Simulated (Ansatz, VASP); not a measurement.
In2GaP3: VASP beside Ansatz

Contents of INCAR:

```
SYSTEM = In2GaP3
PREC = Accurate
ENCUT = 520
EDIFF = 1E-6
ISMEAR = 0
SIGMA = 0.1
LREAL = .False.
LASPH = .True.
NELM = 100
ALGO = Normal
ISIF = 2
LWAVE = .False.
LCHARG = .False.
GGA = PE
NBANDS = 36
```

Contents of KPOINTS:

```
Automatic mesh
0
Gamma
  6 6 6
  0 0 0
```

File POSCAR:

```
In2GaP3
1.0
   -2.0487313000      2.0487313000      8.7592062000
    2.0487313000     -2.0487313000      8.7592062000
    2.0487313000      2.0487313000     -8.7592062000
In Ga P
2 1 3
Direct
    0.8374110000      0.8374110000      0.0000000000
    0.1625890000      0.1625890000      0.0000000000
    0.5000000000      0.5000000000      0.0000000000
    0.4254440000      0.9254440000      0.5000000000
    0.0745560000      0.5745560000      0.5000000000
    0.7500000000      0.2500000000      0.5000000000
```

Input for Ansatz:

```yaml
crystal:
  lattice:
    - [-2.0487313, 2.0487313, 8.7592062]
    - [2.0487313, -2.0487313, 8.7592062]
    - [2.0487313, 2.0487313, -8.7592062]
  atoms:
    - { symbol: In, position: [0.837411, 0.837411, 0.0] }
    - { symbol: In, position: [0.162589, 0.162589, 0.0] }
    - { symbol: Ga, position: [0.5, 0.5, 0.0] }
    - { symbol: P, position: [0.425444, 0.925444, 0.5] }
    - { symbol: P, position: [0.074556, 0.574556, 0.5] }
    - { symbol: P, position: [0.75, 0.25, 0.5] }
basis:
  ecutwfc: 420
kpoints:
  mp_grid: { grid: [6, 6, 6] }
hamiltonian:
  xc: pbe
scf:
  occupations: { method: gaussian, width: 0.1 }
  lower_state_search: "off"
output:
  forces: true
  stress: true
  eigenvalues: true
```

Alike in both runs: task single point; functional PBE; k mesh 6 × 6 × 6; occupations gaussian, width 0.1 eV; no spin polarisation.

```csv
,VASP,Ansatz
version,VASP 6.6.1,Ansatz 0.2.0
potentials or method,"VASP PAW PBE potentials, release 64 (In_d, Ga_d, P), cutoff 520 eV","scalar-relativistic, plane waves, PAW"
valence electrons in the cell,54,54
```

```tsv
	VASP	Ansatz	Ansatz less VASP
gap on the k mesh at the Fermi level (eV)	0.62	0.62	+0.004
least direct gap on the mesh (eV)	0.62	0.62	+0.004
pressure (GPa)	0.0	0.0	+0.03
traceless stress, the component that is largest in VASP (GPa)	-0.07	-0.07	0.000
```
